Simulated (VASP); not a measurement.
# WC (Fm-3m) in VASP: elastic constants with LDA

Aim: the elastic constants of WC with LDA.

Program: VASP 6.6.1. These are calculated values, not measurements. Logs are shortened: lines on timing, memory, paths and dates and some standing lists are left out, and cuts for length are marked.

## Step 1: The cell of the first run

It takes space group Fm-3m (No. 225, cubic). The conventional cell has a = 4.323 Å, b = 4.323 Å, c = 4.323 Å, α = 90.00°, β = 90.00°, γ = 90.00°. Within 2.9 Å of W (site symmetry m-3m) lie 6 C at 2.16 Å. C (site symmetry m-3m) has 6 W at 2.16 Å within 2.9 Å.

## Step 2: Elastic constants, LDA

INCAR

```
SYSTEM = WC
PREC = Accurate
ENCUT = 600
EDIFF = 1E-8
ISMEAR = -1
SIGMA = 0.1
LREAL = .FALSE.
LASPH = .TRUE.
NELM = 80
ALGO = Normal
ISIF = 3
LWAVE = .FALSE.
LCHARG = .FALSE.
GGA = CA
NBANDS = 16
IBRION = 6
NFREE = 2
POTIM = 0.015
NSW = 1
```

KPOINTS

```
Automatic mesh
0
G
  17 17 17
  0 0 0
```

POSCAR

```
WC
1.0
    0.0000000000      2.1616040636      2.1616040636
    2.1616040636      0.0000000000      2.1616040636
    2.1616040636      2.1616040636      0.0000000000
W C
1 1
Direct
    0.0000000000      0.0000000000      0.0000000000
    0.5000000000      0.5000000000      0.5000000000
```

Potentials or basis: VASP PAW LDA potentials, release 64 (W_sv, C).

Run with:

```bash
> cat potpaw_LDA.64/W_sv/POTCAR potpaw_LDA.64/C/POTCAR > POTCAR
> mpirun -np 1 vasp_std > vasp.out
```

OUTCAR:

```text
SYSTEM = WC
   PREC = Accurate
   ENCUT = 600
   EDIFF = 1E-8
   ISMEAR = -1
   LREAL = .FALSE.
   LASPH = .TRUE.
   NELM = 80
   ISIF = 3
   GGA = CA
   IBRION = 6
   NFREE = 2
   POTIM = 0.015
   NSW = 1

 ion  position               nearest neighbor table
   1  0.000  0.000  0.000-   2 2.16   2 2.16   2 2.16   2 2.16   2 2.16   2 2.16
   2  0.500  0.500  0.500-   1 2.16   1 2.16   1 2.16   1 2.16   1 2.16   1 2.16

  LATTYP: Found a face centered cubic cell.
 ALAT       =     4.3232081272

  Lattice vectors:

 A1 = (   0.0000000000,   2.1616040636,   2.1616040636)
 A2 = (   2.1616040636,   0.0000000000,   2.1616040636)
 A3 = (   2.1616040636,   2.1616040636,   0.0000000000)

Analysis of symmetry for initial positions (statically):
=====================================================================
 Subroutine PRICEL returns:
 Original cell was already a primitive cell.

 Routine SETGRP: Setting up the symmetry group for a
 face centered cubic supercell.

 Subroutine GETGRP returns: Found 48 space group operations
 (whereof 48 operations were pure point group operations)
 out of a pool of 48 trial point group operations.

The static configuration has the point symmetry O_h .

Analysis of symmetry for dynamics (positions and initial velocities):
=====================================================================
 Subroutine PRICEL returns:
 Original cell was already a primitive cell.

 Routine SETGRP: Setting up the symmetry group for a
 face centered cubic supercell.

 Subroutine GETGRP returns: Found 48 space group operations
 (whereof 48 operations were pure point group operations)
 out of a pool of 48 trial point group operations.

The dynamic configuration has the point symmetry O_h .

 Subroutine INISYM returns: Found 48 space group operations
 (whereof 48 operations are pure point group operations),
 and found     1 'primitive' translations

----------------------------------------------------------------------------------------

                                     Primitive cell

  volume of cell :      20.2003

  direct lattice vectors                    reciprocal lattice vectors
     0.000000000  2.161604064  2.161604064    -0.231309706  0.231309706  0.231309706
     2.161604064  0.000000000  2.161604064     0.231309706 -0.231309706  0.231309706
     2.161604064  2.161604064  0.000000000     0.231309706  0.231309706 -0.231309706

  length of vectors
     3.056969783  3.056969783  3.056969783     0.400640163  0.400640163  0.400640163

  position of ions in fractional coordinates (direct lattice)
     0.000000000  0.000000000  0.000000000
     0.500000000  0.500000000  0.500000000

  ion indices of the primitive-cell ions
   primitive index   ion index
                 1           1
                 2           2

----------------------------------------------------------------------------------------

 KPOINTS: Automatic mesh

Automatic generation of k-mesh.
 Grid dimensions read from file:
 generate k-points for:   17   17   17

 Generating k-lattice:

  Cartesian coordinates                     Fractional coordinates (reciprocal lattice)
    -0.013606453  0.013606453  0.013606453     0.058823529  0.000000000  0.000000000
     0.013606453 -0.013606453  0.013606453     0.000000000  0.058823529  0.000000000
[... 104 lines left out ...]
  free energy    TOTEN  =       -23.82307484 eV

  energy without entropy =      -23.78986275  energy(sigma->0) =      -23.80646879

------------------------ aborting loop because EDIFF is reached ----------------------------------------

  FORCE on cell =-STRESS in cart. coord.  units (eV):
  Direction    XX          YY          ZZ          XY          YZ          ZX
  --------------------------------------------------------------------------------------
  -------------------------------------------------------------------------------------
  Total        0.2939477      0.2939477      0.2939477     -0.0000000     -0.0000000      0.0000000
  in kB       23.3142925     23.3142925     23.3142925     -0.0000000     -0.0000000      0.0000000
  external PRESSURE =      23.3142925 kB  Pullay stress =       0.0000000 kB
[... 89 lines left out ...]
  FREE ENERGIE OF THE ION-ELECTRON SYSTEM (eV)
  ---------------------------------------------------
  free  energy   TOTEN  =       -23.8059077177 eV

  energy  without entropy=      -23.7734230363  energy(sigma->0) =      -23.78966538

[... ionic steps 4 to 14 ...]

--------------------------------------- Ionic step       15  -------------------------------------------

 number of electron      17.9999999 magnetization

------------------------ aborting loop because EDIFF is reached ----------------------------------------
[... 67 lines left out ...]
--------------------------------------- Ionic step       17  -------------------------------------------

 number of electron      17.9999999 magnetization

 Free energy of the ion-electron system (eV)
  ---------------------------------------------------
  ext. energy  EPLUGINS =         0.00000000
  ---------------------------------------------------
  free energy    TOTEN  =       -23.82220543 eV

  energy without entropy =      -23.78901385  energy(sigma->0) =      -23.80560964

 E-fermi :  12.9347     XC(G=0): -14.1311

 val. band max:       12.9301893811   @ k =   0.2353   0.0000   0.0000
 cond. band min:      12.9351157265   @ k =  -0.3529   0.3529   0.1765
 fundamental gap:      0.0049263454
 Fermi energy:        12.9347063816

 k-point     1 :       0.0000    0.0000    0.0000
  band No.  band energies     occupation
      1     -61.9775      2.00000
      2     -26.2251      2.00000
      3     -26.2249      2.00000
      4     -26.2249      2.00000
      5      -3.0346      2.00000
      6      10.0278      2.00000
[... 433 lines left out ...]
      3     -26.2589      2.00000
      4     -26.2323      2.00000
      5      -2.3967      2.00000
      6       8.4250      2.00000
[... 8 lines left out ...]
     15      24.0577      0.00000
     16      32.2894      0.00000

 [... further k-points ...]

------------------------ aborting loop because EDIFF is reached ----------------------------------------

  FORCE on cell =-STRESS in cart. coord.  units (eV):
  Direction    XX          YY          ZZ          XY          YZ          ZX
  --------------------------------------------------------------------------------------
  -------------------------------------------------------------------------------------
  Total        0.3110906      0.2935474      0.2935474     -0.0000000      0.0000000      0.0000000
  in kB       24.6739671     23.2825400     23.2825400     -0.0000000      0.0000000      0.0000000
  external PRESSURE =      23.7463490 kB  Pullay stress =       0.0000000 kB
[... 17 lines left out ...]
  FREE ENERGIE OF THE ION-ELECTRON SYSTEM (eV)
  ---------------------------------------------------
  free  energy   TOTEN  =       -23.8222054319 eV

  energy  without entropy=      -23.7890138527  energy(sigma->0) =      -23.80560964

 INTERNAL STRAIN TENSORS FROM STRAINED CELLS
 ============================================

 INTERNAL STRAIN TENSOR FOR ION    1 for displacements in x,y,z  (eV/Angst):
          X           Y           Z          XY          YZ          ZX
  --------------------------------------------------------------------------------
  x    -0.00000     0.00000     0.00000    -0.00000     0.00000     0.00000
  y    -0.00000     0.00000    -0.00000     0.00000     0.00000     0.00000
  z     0.00000    -0.00000     0.00000     0.00000     0.00000    -0.00000

 INTERNAL STRAIN TENSORS FROM DISPLACED ATOMS
 ============================================

 INTERNAL STRAIN TENSOR FOR ION    1 for displacements in x,y,z  (eV/Angst):
          X           Y           Z          XY          YZ          ZX
  --------------------------------------------------------------------------------
  x     0.00000     0.00000     0.00000     0.00000     0.00000     0.00000
  y     0.00000     0.00000     0.00000     0.00000     0.00000     0.00000
  z     0.00000     0.00000     0.00000     0.00000     0.00000     0.00000

 INTERNAL STRAIN TENSOR FOR ION    2 for displacements in x,y,z  (eV/Angst):
          X           Y           Z          XY          YZ          ZX
  --------------------------------------------------------------------------------
  x     0.00000     0.00000     0.00000     0.00000     0.00000     0.00000
  y     0.00000     0.00000     0.00000     0.00000     0.00000     0.00000
  z     0.00000     0.00000     0.00000     0.00000     0.00000     0.00000

 Eigenvectors and eigenvalues of the dynamical matrix
 ----------------------------------------------------

   1 f  =   12.951985 THz    81.379720 2PiTHz  432.031706 cm-1    53.565081 meV
             X         Y         Z           dx          dy          dz
      0.000000  0.000000  0.000000     0.000000    0.247626    0.000000
      2.161604  2.161604  2.161604     0.000000   -0.968856    0.000000
[... 21 lines left out ...]
   6 f/i=    0.000153 THz     0.000963 2PiTHz    0.005113 cm-1     0.000634 meV
             X         Y         Z           dx          dy          dz
      0.000000  0.000000  0.000000     0.000000   -0.968856    0.000000
      2.161604  2.161604  2.161604     0.000000   -0.247626    0.000000

--------------------------------------------------------------------------------------------------------

 ELASTIC MODULI CONTR FROM IONIC RELAXATION (kBar)
 Direction    XX          YY          ZZ          XY          YZ          ZX
 --------------------------------------------------------------------------------
 XX           0.0000      0.0000      0.0000      0.0000      0.0000      0.0000
 YY           0.0000      0.0000      0.0000      0.0000      0.0000      0.0000
 ZZ           0.0000      0.0000      0.0000      0.0000      0.0000      0.0000
 XY           0.0000      0.0000      0.0000      0.0000      0.0000      0.0000
 YZ           0.0000      0.0000      0.0000      0.0000      0.0000      0.0000
 ZX           0.0000      0.0000      0.0000      0.0000      0.0000      0.0000
 --------------------------------------------------------------------------------

 TOTAL ELASTIC MODULI (kBar)
 Direction    XX          YY          ZZ          XY          YZ          ZX
 --------------------------------------------------------------------------------
 XX        8446.5696   1939.5413   1939.5413      0.0000      0.0000     -0.0000
 YY        1939.5413   8446.5696   1939.5413      0.0000     -0.0000     -0.0000
 ZZ        1939.5413   1939.5413   8446.5696      0.0000      0.0000      0.0000
 XY           0.0000      0.0000      0.0000   1161.6901      0.0000     -0.0000
 YZ           0.0000     -0.0000      0.0000      0.0000   1161.6901      0.0000
 ZX          -0.0000     -0.0000      0.0000     -0.0000      0.0000   1161.6901
 --------------------------------------------------------------------------------
```

It took 13 min on 1 thread of Intel Xeon 6975P-C (Granite Rapids), shared host; peak memory 0.86 GiB.

What came out:

```yaml
Elastic_constants_C11_C12_C44: 845, 194, 116 GPa
Voigt_bulk_modulus: 411 GPa
Highest_phonon_frequency_at_Γ: 432 cm⁻¹
```

Phonon frequencies in cm⁻¹ (negative: imaginary):
```
              q point        frequencies
(0.000, 0.000, 0.000)  0 0 0 432 432 432
```

Elastic tensor in Voigt notation (GPa, in the Cartesian axes of the cell as first typed):
```
845 194 194   0   0   0
194 845 194   0   0   0
194 194 845   0   0   0
  0   0   0 116   0   0
  0   0   0   0 116   0
  0   0   0   0   0 116
```

Clamped-ion elastic tensor (GPa):
```
845 194 194   0   0   0
194 845 194   0   0   0
194 194 845   0   0   0
  0   0   0 116   0   0
  0   0   0   0 116   0
  0   0   0   0   0 116
```

Caveat: the cell is under stress, which shifts elastic constants; spin-orbit coupling is left out, which moves the levels of the heavy elements.
